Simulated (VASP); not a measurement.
# WC (Qusongite) (P-6m2) in VASP: further runs, part 2 of 2

VASP 6.6.1.

### 3 Single point, PBEsol

This run uses another cell than the first one, of 9.96 Å³/atom, 1.021 times its volume.

Input file INCAR:

```
SYSTEM = WC
PREC = Accurate
ENCUT = 520
EDIFF = 1E-6
ISMEAR = 1
SIGMA = 0.1
LREAL = .False.
LASPH = .True.
NELM = 60
ALGO = Normal
ISIF = 2
LWAVE = .False.
LCHARG = .False.
GGA = PS
NBANDS = 16
```

Input file KPOINTS:

```
Automatic mesh
0
Gamma
  11 11 10
  0 0 0
```

Input file POSCAR:

```
WC
1.0
    2.8672181576      0.0000000000      0.0000000000
   -1.4336090788      2.4830839244      0.0000000000
    0.0000000000      0.0000000000      2.7982628680
W C
1 1
Direct
    0.0000000000      0.0000000000      0.0000000000
    0.6666666667      0.3333333333      0.5000000000
```

Potentials or basis: VASP PAW PBE potentials, release 64 (W_sv, C).

Command:

```console
$ cat potpaw_PBE.64/W_sv/POTCAR potpaw_PBE.64/C/POTCAR > POTCAR
$ mpirun -np 1 vasp_std > vasp.out
```

OUTCAR:

```text
SYSTEM = WC
   PREC = Accurate
   ENCUT = 520
   EDIFF = 1E-6
   ISMEAR = 1
   LREAL = .False.
   LASPH = .True.
   NELM = 60
   ISIF = 2
   GGA = PS

 ion  position               nearest neighbor table
   1  0.000  0.000  0.000-   2 2.17   2 2.17   2 2.17   2 2.17   2 2.17   2 2.17
   2  0.667  0.333  0.500-   1 2.17   1 2.17   1 2.17   1 2.17   1 2.17   1 2.17

  LATTYP: Found a hexagonal cell.
 ALAT       =     2.8672181576
 C/A-ratio  =     0.9759504559

  Lattice vectors:

[... 645 lines left out ...]

  FORCE on cell =-STRESS in cart. coord.  units (eV):
  Direction    XX          YY          ZZ          XY          YZ          ZX
  --------------------------------------------------------------------------------------
  -------------------------------------------------------------------------------------
  Total        1.8687353      1.8687356      2.1316220      0.0000000      0.0000000      0.0000000
  in kB      150.2857257    150.2857452    171.4273576      0.0000000      0.0000000      0.0000000
  external PRESSURE =     157.3329428 kB  Pullay stress =       0.0000000 kB

 VOLUME and BASIS-vectors are now :
 -----------------------------------------------------------------------------
  energy-cutoff  :      520.00
  volume of cell :       19.92
      direct lattice vectors                 reciprocal lattice vectors
     2.867218158  0.000000000  0.000000000     0.348770113  0.201362505  0.000000000
    -1.433609079  2.483083924  0.000000000     0.000000000  0.402725011  0.000000000
     0.000000000  0.000000000  2.798262868     0.000000000  0.000000000  0.357364568

 POSITION                                       TOTAL-FORCE (eV/Angst)
 -----------------------------------------------------------------------------------
      0.00000      0.00000      0.00000        -0.000000      0.000000      0.000000
      1.43361      0.82769      1.39913         0.000000     -0.000000      0.000000
 -----------------------------------------------------------------------------------
    total drift:                                0.000000      0.000001      0.000000

  FREE ENERGIE OF THE ION-ELECTRON SYSTEM (eV)
  ---------------------------------------------------
  free  energy   TOTEN  =       -23.8662493890 eV

  energy  without entropy=      -23.8663615594  energy(sigma->0) =      -23.86628678
```

Wall time 13 s (1 thread of Intel Xeon Platinum 8559C (Emerald Rapids), shared host); peak memory 0.15 GiB.

Results:

```yaml
Free_energy: -23.8662 eV
Pressure: 15.7 GPa
Band_gap_on_the_k_mesh: zero (band 9 reaches 12.19 eV, above the bottom of band 10 at 10.87 eV)
```

Caveat: the PAW data sets were made with another functional, which shifts forces and pressure a little; spin-orbit coupling is left out, which moves the levels of the heavy elements.

### 4 Single point, PBEsol

This run uses another cell than the first one, of 10.17 Å³/atom, 1.043 times its volume.

Input file INCAR:

```
PREC = Accurate ; ENCUT = 520
EDIFF = 1E-6 ; ISMEAR = 1
SIGMA = 0.1 ; LREAL = F
LASPH = T ; NELM = 100
ALGO = Normal ; ISIF = 2
LWAVE = F ; LCHARG = F
GGA = PS ; NBANDS = 16
```

Input file KPOINTS:

```
regular mesh
0
Gamma
  11 11 10
```

Input file POSCAR:

```
WC
1.0
    2.8869927008      0.0000000000      0.0000000000
   -1.4434963504      2.5002091823      0.0000000000
    0.0000000000      0.0000000000      2.8175618425
W C
1 1
Direct
    0.0000000000      0.0000000000      0.0000000000
    0.6666666667      0.3333333333      0.5000000000
```

Command:

```console
$ cat potpaw_PBE.64/W_sv/POTCAR potpaw_PBE.64/C/POTCAR > POTCAR
$ mpirun -np 1 vasp_std > vasp.out
```

Wall time 12 s (1 thread of Intel Xeon Platinum 8559C (Emerald Rapids), shared host); peak memory 0.16 GiB.

It converged, with:

```
Free energy            : -23.8949 eV
Pressure               : 6.3 GPa
Band gap on the k mesh : zero (band 9 reaches 11.88 eV, above the bottom of band 10 at 10.60 eV)
```

Stress tensor (GPa, compression positive):
```
6.07 0.00 0.00
0.00 6.07 0.00
0.00 0.00 6.85
```

Levels at points of the mesh, in eV from the Fermi level:
```csv
k point,band 6,band 7,band 8,band 9,band 10,band 11,band 12,band 13
"(0.00, 0.00, 0.00)",-4.52,-3.49,-3.49,0.05,3.24,3.24,5.70,5.70
"(0.00, 0.00, 0.50)",-8.88,-2.14,-2.14,-0.70,-0.70,3.70,4.51,4.51
```

Caveat: the PAW data sets were made with another functional, which shifts forces and pressure a little; spin-orbit coupling is left out, which moves the levels of the heavy elements.

### 5 Single point, PBEsol

This run uses another cell than the first one, of 10.38 Å³/atom, 1.064 times its volume.

Input file INCAR:

```
SYSTEM = WC
  PREC = Accurate
  ENCUT = 520
  EDIFF = 1E-6
  ISMEAR = 1
  SIGMA = 0.1
  LREAL = .FALSE.
  LASPH = .TRUE.
  NELM = 60
  ALGO = Normal
  ISIF = 2
  LWAVE = .FALSE.
  LCHARG = .FALSE.
  GGA = PS
  NBANDS = 16
```

Input file KPOINTS:

```
Automatic mesh
0
G
  11 11 10
  0 0 0
```

Input file POSCAR:

```
WC
1.0
    2.9065000000      0.0000000000      0.0000000000
   -1.4532500000      2.5171030000      0.0000000000
    0.0000000000      0.0000000000      2.8366000000
W C
1 1
Direct
    0.0000000000      0.0000000000      0.0000000000
    0.6666666667      0.3333333333      0.5000000000
```

Command:

```console
$ cat potpaw_PBE.64/W_sv/POTCAR potpaw_PBE.64/C/POTCAR > POTCAR
$ mpirun -np 1 vasp_std > vasp.out
```

It took 12 s on 1 thread of Intel Xeon Platinum 8559C (Emerald Rapids), shared host; peak memory 0.16 GiB.

Results (log left out):

| Property | Result |
| --- | --- |
| Free energy | -23.9004 eV |
| Pressure | -2.1 GPa |
| Band gap on the k mesh | zero (band 9 reaches 11.59 eV, above the bottom of band 10 at 10.33 eV) |

Stress tensor (GPa, compression positive):
```
-1.99  0.00  0.00
 0.00 -1.99  0.00
 0.00  0.00 -2.46
```

Levels at points of the mesh, in eV from the Fermi level:
```csv
k point,band 5,band 6,band 7,band 8,band 9,band 10,band 11,band 12,band 13,band 14
"(0.00, 0.00, 0.00)",-14.49,-4.39,-3.39,-3.39,0.06,3.16,3.16,5.59,5.59,6.35
"(0.00, 0.00, 0.50)",-10.42,-8.73,-2.07,-2.07,-0.66,-0.66,3.63,4.47,4.47,9.90
```

Caveat: the PAW data sets were made with another functional, which shifts forces and pressure a little; spin-orbit coupling is left out, which moves the levels of the heavy elements.

### 6 Summary

| cell | gap on the mesh (eV) | pressure (GPa) |
| --- | --- | --- |
| a = 2.847, b = 2.847, c = 2.779 Å, angles 90.0, 90.0, 120.0°, 2 atoms | none | 26.2 |
| a = 2.867, b = 2.867, c = 2.798 Å, angles 90.0, 90.0, 120.0°, 2 atoms | none | 15.7 |
| a = 2.887, b = 2.887, c = 2.818 Å, angles 90.0, 90.0, 120.0°, 2 atoms | none | 6.3 |
| a = 2.906, b = 2.907, c = 2.837 Å, angles 90.0, 90.0, 120.0°, 2 atoms | none | -2.1 |

Alike in all rows: task single point; level PBEsol; potentials or basis VASP PAW PBE potentials, release 64 (W_sv, C); no spin polarisation; k mesh 11 × 11 × 10; cutoff (eV) 520; smearing methfessel-paxton 0.1 eV.

Caveats: the PAW data sets were made with another functional, which shifts forces and pressure a little; spin-orbit coupling is left out, which moves the levels of the heavy elements.

Absolute energies hang on the potentials; compare differences alone.
